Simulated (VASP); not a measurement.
HfO2: single point with r2SCAN

Crystal: HfO2.

```xyz
9
Lattice="2.5292 -2.5292 0.0000 2.5292 0.0000 -2.5292 4.8851 4.8851 4.8851" Properties=species:S:1:pos:R:3 pbc="T T T"
Hf    4.2154    4.2154    4.2154
Hf    4.2154    1.6862    1.6862
Hf    4.2154   -0.8430   -0.8430
O     5.4799    0.4216    0.4216
O     2.9508   -2.1075    0.4216
O     5.4799    2.9508    2.9508
O     8.0091    2.9508    2.9508
O     5.4799    0.4216    2.9508
O     2.9508    0.4216    0.4216
```

This cell differs from its parent crystal: the distance across one plane changed.

| Quantity | Value |
| --- | --- |
| Program | VASP 6.6.1 |
| Task | single point |
| Functional | r2SCAN |
| Potentials or basis | VASP PAW PBE potentials, release 64 (Hf_pv, O) |
| Cutoff | 520 eV |
| k mesh | 7 × 7 × 3 |
| Occupations | gaussian, width 0.05 eV |
| Spin | no spin polarisation |
| Dipole correction | no |
| Further INCAR settings | ALGO = Normal; EDIFF = 1e-06; NBANDS = 43 |

- Pressure: 11.6 GPa
- Largest force: 4.190 eV/Å
- Band gap on the k mesh: 4.67 eV (least direct gap 4.74 eV)

Forces on the atoms (eV/Å):
```
Hf  -2.419 -2.419 -2.419
Hf   0.000  0.000  0.000
Hf   2.419  2.419  2.419
O    0.277  0.277  0.277
O    2.350  2.350  2.350
O    0.260  0.260  0.260
O   -2.350 -2.350 -2.350
O   -0.277 -0.277 -0.277
O   -0.260 -0.260 -0.260
```

Stress tensor (GPa, compression positive):
```
11.64  8.12  8.12
 8.12 11.64  8.12
 8.12  8.12 11.64
```

Levels at points of the mesh, in eV from the valence-band top:
```tsv
k point	band 31	band 32	band 33	band 34	band 35	band 36
(0.00, 0.00, 0.00)	-0.53	-0.53	-0.47	4.67	4.67	5.58
```

Wall time 3.4 min on 1 thread of Intel(R) Xeon(R) 6975P-C (Granite Rapids), on a shared host, peak memory 0.26 GiB.

Caveat: the cell differs from its parent crystal (the distance across one plane changed); the cell stands under pressure; the PAW data sets were made with another functional, which shifts forces and pressure a little; spin-orbit coupling is left out, which moves the levels of the heavy elements; an odd mesh through Γ misses points on the zone boundary, where band edges can lie.
